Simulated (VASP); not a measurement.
Wanted: the native input for a VASP 6.6.1 run.

```
Task                   : single point
Functional             : PBE
Potentials or basis    : VASP PAW PBE potentials, release 64 (In_d, As)
Cutoff                 : 520 eV
k mesh                 : 6 × 6 × 6
Occupations            : fermi-dirac, width 0.05 eV
Spin                   : no spin polarisation
Dipole correction      : no
Further INCAR settings : ALGO = Fast; EDIFF = 1e-06; NBANDS = 30
```

The structure of In3As lies in POSCAR:

```
In3As
1.0
    4.6403264915      0.0000000000      0.0000000000
    0.0000000000      4.6403264915      0.0000000000
    0.0000000000      0.0000000000      4.6403264915
In As
3 1
Direct
    0.5000000000      0.5000000000      0.0000000000
    0.5000000000      0.0000000000      0.5000000000
    0.0000000000      0.5000000000      0.5000000000
    0.0000000000      0.0000000000      0.0000000000
```

The input as run:

INCAR

```
PREC = Accurate
ENCUT = 520
EDIFF = 1E-6
ISMEAR = -1
SIGMA = 0.05
LREAL = F
LASPH = T
NELM = 100
ALGO = Fast
ISIF = 2
LWAVE = F
LCHARG = T
GGA = PE
LELF = T
LVHAR = T
NBANDS = 30
```

KPOINTS

```
Automatic mesh
0
Gamma
  6 6 6
```

Potentials or basis: VASP PAW PBE potentials, release 64 (In_d, As).

Command:

```bash
$ cat potpaw_PBE.64/In_d/POTCAR potpaw_PBE.64/As/POTCAR > POTCAR
$ mpirun -np 1 vasp_std > vasp.out
```

It gave:

```
Pressure               : 1.5 GPa
Band gap on the k mesh : zero (bands 22 and 23 overlap by 3.97 eV)
```

Caveat: spin-orbit coupling is left out, which moves the levels of the heavy elements.

Run time: 86 s on 1 thread of Intel(R) Xeon(R) Platinum 8259CL CPU @ 2.50GHz (Skylake/Cascade Lake) (shared host), peak memory 0.22 GiB.
